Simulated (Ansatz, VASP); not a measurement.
**One calculation of ZnS, two programs**

File INCAR:

```
PREC = Accurate ; ENCUT = 450
EDIFF = 1E-7 ; ISMEAR = 0
SIGMA = 0.02 ; LREAL = F
LASPH = T ; NELM = 120
ALGO = Normal ; ISIF = 2
LWAVE = F ; LCHARG = F
GGA = PS ; IBRION = 2
NSW = 60 ; EDIFFG = -0.002
GGA_COMPAT = F ; NELMIN = 4
```

KPOINTS

```
Automatic mesh
0
Gamma
  9 9 4
```

Contents of POSCAR:

```
ZnS
1.0
    3.8201030956      0.0000000000      0.0000000000
   -1.9100515478      3.3083063258      0.0000000000
    0.0000000000      0.0000000000      6.1707213136
Zn S
2 2
Direct
    0.3333333333      0.6666666667      0.0004339369
    0.6666666667      0.3333333333      0.5004339369
    0.3333333333      0.6666666667      0.3745660631
    0.6666666667      0.3333333333      0.8745660631
```

Input for Ansatz:

```yaml
crystal:
  lattice:
    - [3.8201030956, 0.0, 0.0]
    - [-1.9100515478, 3.3083063258, 0.0]
    - [0.0, 0.0, 6.1707213136]
  atoms:
    - { symbol: Zn, position: [0.3333333333, 0.6666666667, 0.0004339369] }
    - { symbol: Zn, position: [0.6666666667, 0.3333333333, 0.5004339369] }
    - { symbol: S, position: [0.3333333333, 0.6666666667, 0.3745660631] }
    - { symbol: S, position: [0.6666666667, 0.3333333333, 0.8745660631] }
basis:
  ecutwfc: 420
kpoints:
  mp_grid: { grid: [9, 9, 4] }
hamiltonian:
  xc: pbesol
  pseudopotentials: { kind: paw, azcp: { folder: soft_1 } }
scf:
  occupations: { method: gaussian, width: 0.02 }
output:
  forces: true
  stress: true
  eigenvalues: true
relax:
  adjacent_minimum: "off"
  f_tol: 0.002
  max_steps: 40
```

Change from the starting cell: strained cell.

Alike in both runs: task relaxation of the atoms; functional PBEsol; k mesh 9 × 9 × 4; occupations gaussian, width 0.02 eV; no spin polarisation.

```csv
,VASP,Ansatz
version,VASP 6.6.1,Ansatz 0.2.0
potentials or method,"VASP PAW PBE potentials, release 64 (Zn, S), cutoff 450 eV","scalar-relativistic, plane waves, PAW"
valence electrons in the cell,36,36
```

|  | VASP | Ansatz | Ansatz less VASP |
| --- | --- | --- | --- |
| gap on the k mesh at the Fermi level, each at its own relaxed structure (eV) | 2.14 | 2.13 | -0.010 |

VASP's potentials were made for PBE, not for PBEsol, and Ansatz warns of the same on its side. Ansatz's warnings: stress scf threshold loose.
